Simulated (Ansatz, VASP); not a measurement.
## One calculation of MgO, two programs

The input INCAR:

```
ALGO     = Normal         # electronic algorithm
EDIFF    = 1E-6           # SCF threshold, eV
ENCUT    = 750            # plane-wave cutoff, eV
GGA_COMPAT= F            
ISIF     = 2              # what is computed and relaxed
ISMEAR   = 0              # smearing method
LASPH    = T              # aspherical terms in the spheres
LCHARG   = T              # write CHGCAR
LELF     = T              # ELF
LREAL    = F              # projectors in reciprocal space
LVHAR    = T            
LWAVE    = F              # write WAVECAR
NBANDS   = 24             # bands
NELM     = 120            # most SCF steps
PREC     = Accurate       # precision mode
SIGMA    = 0.05           # smearing width, eV
```

KPOINTS

```
k-points
0
Gamma
  6 6 6
```

POSCAR

```
MgO
1.0
    3.4863778627      0.0000000000      0.0000000000
   -1.7431889314      3.0192917963      0.0000000000
    0.0000000000      0.0000000000      4.1780412200
Mg O
2 2
Direct
    0.6666666667      0.3333333333      0.7500000000
    0.3333333333      0.6666666667      0.2500000000
    0.6666666667      0.3333333333      0.2500000000
    0.3333333333      0.6666666667      0.7500000000
```

Input for Ansatz:

```yaml
crystal:
  lattice:
    - [3.4863778627, 0.0, 0.0]
    - [-1.7431889314, 3.0192917963, 0.0]
    - [0.0, 0.0, 4.17804122]
  atoms:
    - { symbol: Mg, position: [0.6666666667, 0.3333333333, 0.75] }
    - { symbol: Mg, position: [0.3333333333, 0.6666666667, 0.25] }
    - { symbol: O, position: [0.6666666667, 0.3333333333, 0.25] }
    - { symbol: O, position: [0.3333333333, 0.6666666667, 0.75] }
basis:
  ecutwfc: 420
kpoints:
  mp_grid: { grid: [6, 6, 6] }
hamiltonian:
  xc: lda
scf:
  occupations: { method: gaussian, width: 0.05 }
output:
  forces: true
  stress: true
  eigenvalues: true
```

Alike in both runs: task single point; functional LDA; k mesh 6 × 6 × 6; occupations gaussian, width 0.05 eV; no spin polarisation.

|  | VASP | Ansatz |
| --- | --- | --- |
| version | VASP 6.6.1 | Ansatz 0.2.0 |
| potentials or method | VASP PAW LDA potentials, release 64 (Mg_sv, O), cutoff 750 eV | scalar-relativistic, plane waves, PAW |
| valence electrons in the cell | 32 | 32 |

Ansatz gave:

```
gap on the k mesh at the Fermi level (eV)                     : 3.34
least direct gap on the mesh (eV)                             : 3.34
pressure (GPa)                                                : -4.0
traceless stress, the component that is largest in VASP (GPa) : -0.15
```

What did VASP give for the same quantities?

gap on the k mesh at the Fermi level (eV): 3.34; least direct gap on the mesh (eV): 3.34; pressure (GPa): -4.0; traceless stress, the component that is largest in VASP (GPa): -0.14.

LDA's correlation is that of Perdew and Zunger in VASP and of Perdew and Wang (1992) in Ansatz.
